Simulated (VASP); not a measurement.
Set up this calculation in VASP 6.6.1, as the native input.

```yaml
Task: single point
Functional: PBEsol
Potentials_or_basis: VASP PAW PBE potentials, release 64 (Pb_d, S)
Cutoff: 400 eV
k_mesh: 1 × 1 × 1
Occupations: gaussian, width 0.01 eV
Spin: no spin polarisation
Dipole_correction: no
Further_INCAR_settings: ALGO = Normal; EDIFF = 1e-06; NBANDS = 50
```

The structure of PbS lies in POSCAR:

```
PbS
1.0
    4.0897000000      0.0000000000      0.0000000000
   -4.0897000000      7.0835681877      0.0000000000
    0.0000000000      0.0000000000      7.5763400000
Pb S
4 4
Direct
   -0.0144644046     -0.0060877511      0.0029399420
   -0.0065963362     -0.0058586293      0.5019539778
    0.0059120659      0.5108212280     -0.0040623837
    0.0080377968      0.5028220108      0.5002444452
    0.7256805793      0.1669669817      0.2311042007
    0.6426102003      0.1708034663      0.7821733185
    0.6682280935      0.6562675585      0.2494068376
    0.6761039434      0.6616622973      0.7303622857
```

The input as run:

INCAR

```
SYSTEM = PbS
ALGO     = Normal         ! electronic algorithm
EDIFF    = 1E-6           ! SCF threshold, eV
ENCUT    = 400            ! plane-wave cutoff, eV
GGA      = PS             ! functional
GGA_COMPAT= .FALSE.      
ISIF     = 2              ! what is computed and relaxed
ISMEAR   = 0              ! smearing method
LASPH    = .TRUE.         ! aspherical terms in the spheres
LCHARG   = .FALSE.        ! write CHGCAR
LREAL    = .FALSE.        ! projectors in reciprocal space
LWAVE    = .FALSE.        ! write WAVECAR
NBANDS   = 50             ! bands
NELM     = 120            ! most SCF steps
PREC     = Accurate       ! precision mode
SIGMA    = 0.01           ! smearing width, eV
```

KPOINTS

```
k-points
0
G
  1 1 1
  0 0 0
```

Potentials or basis: VASP PAW PBE potentials, release 64 (Pb_d, S).

Run with:

```bash
$ cat potpaw_PBE.64/Pb_d/POTCAR potpaw_PBE.64/S/POTCAR > POTCAR
$ mpirun -np 1 vasp_gam > vasp.out
```

Results of the run:

| Property | Result |
| --- | --- |
| Pressure | 4.2 GPa |
| Largest force | 0.597 eV/Å |

Caveat: the k points lie up to 1.54 Å⁻¹ apart, too coarse for converged energies, forces and pressures; the PAW data sets were made with another functional, which shifts forces and pressure a little.

Wall time 12 s on 1 thread of Intel(R) Xeon(R) 6975P-C (Granite Rapids), with other jobs on the host, peak memory 0.23 GiB.
